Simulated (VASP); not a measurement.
A run of VASP 6.6.1 is set up as follows.

File INCAR:

```
  PREC = Accurate
  ENCUT = 520
  EDIFF = 1E-6
  ISMEAR = 0
  SIGMA = 0.01
  LREAL = False
  LASPH = True
  NELM = 80
  ALGO = Normal
  ISIF = 2
  LWAVE = False
  LCHARG = True
  GGA = PS
  LELF = True
  LVHAR = True
  NBANDS = 16
```

File KPOINTS:

```
Automatic mesh
0
Gamma
  8 8 6
```

File POSCAR:

```
AlN
1.0
    3.0982603799      0.0000000000      0.0000000000
   -1.5491301900      2.6831721966      0.0000000000
    0.0000000000      0.0000000000      4.9980740624
Al N
2 2
Direct
    0.3333333333      0.6666666667     -0.0002521142
    0.6666666667      0.3333333333      0.4997478858
    0.3333333333      0.6666666667      0.3802521142
    0.6666666667      0.3333333333      0.8802521142
```

Potentials or basis: VASP PAW PBE potentials, release 64 (Al, N).

Launch:

```sh
$ cat potpaw_PBE.64/Al/POTCAR potpaw_PBE.64/N/POTCAR > POTCAR
$ mpirun -np 1 vasp_std > vasp.out
```

Problem. Predict the pressure.

Solution. 1.5 GPa.

Problem. Estimate the band gap on the k mesh.

Solution. 4.21 eV, direct.

Stress tensor (GPa, compression positive):
```
 2.25  0.00  0.00
 0.00  2.25  0.00
 0.00  0.00 -0.03
```

Caveat: the cell differs from its parent crystal (in-plane strain -0.005, then relaxed in part); the PAW data sets were made with another functional, which shifts forces and pressure a little. A k mesh can miss the band edges.
